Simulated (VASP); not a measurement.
**BaTiO3: single point with PBE+U**

Crystal: BaTiO3.

```
Ba Ti O
1.0
     2.90912    1.67958    2.40417
    -2.90912    1.67958    2.40417
     0.00000   -3.35916    2.40417
Ba Ti O
1 1 3
Direct
  0.00821 0.00821 0.00821
  0.52100 0.52100 0.52100
  0.48771 0.48771 0.97409
  0.48771 0.97409 0.48771
  0.97409 0.48771 0.48771
```

| Item | Value |
| --- | --- |
| Program | VASP 6.6.1 |
| Task | single point |
| Functional | PBE |
| Potentials or basis | VASP PAW PBE potentials, release 64 (Ba_sv, Ti_sv, O_h) |
| Cutoff | 1340 eV |
| k mesh | 6 × 6 × 6 |
| Occupations | gaussian, width 0.02 eV |
| Spin | no spin polarisation |
| Hubbard terms | Ti d U = 4.0 eV |
| Dipole correction | no |
| Further INCAR settings | ALGO = Normal; EDIFF = 1e-06; NBANDS = 28 |

```yaml
Pressure: -1.8 GPa
Largest_force: 0.744 eV/Å
Band_gap_on_the_k_mesh: 3.00 eV (least direct gap 3.58 eV)
```

Forces in eV/Å, atoms in the order of the input:
```
Ba   0.000  0.000 -0.060
Ti   0.000  0.000 -0.744
O    0.000 -0.382  0.268
O   -0.331  0.191  0.268
O    0.331  0.191  0.268
```

Stress tensor (GPa, compression positive):
```
-1.54  0.00  0.00
 0.00 -1.54  0.00
 0.00  0.00 -2.34
```

Levels at points of the mesh, in eV from the valence-band top:
| k point | band 17 | band 18 | band 19 | band 20 | band 21 | band 22 | band 23 | band 24 |
| --- | --- | --- | --- | --- | --- | --- | --- | --- |
| (0.00, 0.00, 0.00) | -0.91 | -0.71 | -0.62 | -0.62 | 3.01 | 3.01 | 3.15 | 4.33 |
| (0.50, 0.00, 0.00) | -1.53 | -1.42 | -1.06 | -0.93 | 3.15 | 3.98 | 4.13 | 4.31 |
| (0.50, 0.50, 0.00) | -1.69 | -0.94 | -0.85 | -0.09 | 4.07 | 4.11 | 4.39 | 4.59 |
| (0.50, 0.50, 0.50) | -2.25 | -0.05 | -0.05 | 0.00 | 4.37 | 4.61 | 4.61 | 6.07 |

Eigenvalues of the final occupation matrices:
```csv
site,spin,trace,eigenvalues
site 2 d,1,0.82,0.11 0.12 0.12 0.24 0.24
site 2 d,2,0.82,0.11 0.12 0.12 0.24 0.24
```

Run time: 3.3 min on 1 thread of Intel(R) Xeon(R) 6975P-C (Granite Rapids), with other jobs on the host, peak memory 0.54 GiB.

Caveat: spin-orbit coupling is left out, which moves the levels of the heavy elements. A k mesh can miss the band edges.
